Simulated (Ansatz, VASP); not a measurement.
# One calculation of Al3Pd, two programs

The input INCAR:

```
ALGO = Normal
EDIFF = 1E-6
ENCUT = 500
GGA = CA
GGA_COMPAT = F
ISIF = 2
ISMEAR = -1
LASPH = T
LCHARG = T
LELF = T
LREAL = F
LVHAR = T
LWAVE = F
NBANDS = 18
NELM = 120
PREC = Accurate
SIGMA = 0.05
```

The input KPOINTS:

```
k-points
0
Gamma
  7 7 7
```

Contents of POSCAR:

```
Al3Pd
1.0
    3.9469100000      0.0000000000      0.0000000000
    0.0000000000      3.9469100000      0.0000000000
    0.0000000000      0.0000000000      3.9469100000
Pd Al
1 3
Direct
    0.0000000000      0.0000000000      0.0000000000
    0.5000000000      0.5000000000      0.0000000000
    0.5000000000      0.0000000000      0.5000000000
    0.0000000000      0.5000000000      0.5000000000
```

input.yaml

```yaml
crystal:
  lattice:
    - [3.94691, 0.0, 0.0]
    - [0.0, 3.94691, 0.0]
    - [0.0, 0.0, 3.94691]
  atoms:
    - { symbol: Pd, position: [0.0, 0.0, 0.0] }
    - { symbol: Al, position: [0.5, 0.5, 0.0] }
    - { symbol: Al, position: [0.5, 0.0, 0.5] }
    - { symbol: Al, position: [0.0, 0.5, 0.5] }
hamiltonian:
  xc: lda
  pseudopotentials: { kind: paw }
kpoints:
  mp_grid: { grid: [7, 7, 7] }
scf:
  occupations: { method: fermi_dirac, width: 0.05 }
output:
  forces: true
  stress: true
  eigenvalues: true
  write_density: true
  write_potential: true
  elf: true
  volumetric_format: npy
```

Alike in both runs: task single point; functional LDA; k mesh 7 × 7 × 7; occupations fermi-dirac, width 0.05 eV; no spin polarisation.

```csv
,VASP,Ansatz
version,VASP 6.6.1,Ansatz 0.2.0
potentials or method,"VASP PAW LDA potentials, release 64 (Pd, Al)",Ansatz PAW
plane-wave cutoff (eV),500,420
valence electrons in the cell,19,27
```

|  | VASP | Ansatz | Ansatz less VASP |
| --- | --- | --- | --- |
| gap on the k mesh at the Fermi level (eV) | none | none | - |
| pressure (GPa) | -4.6 | -4.8 | -0.23 |

LDA's correlation is that of Perdew and Zunger in VASP and of Perdew and Wang (1992) in Ansatz. A gap of «none» marks a metal or a gap that the smearing closes. VASP's potentials hold 19 valence electrons a cell and Ansatz's 27, so a difference there can come from the potentials and not from the codes.
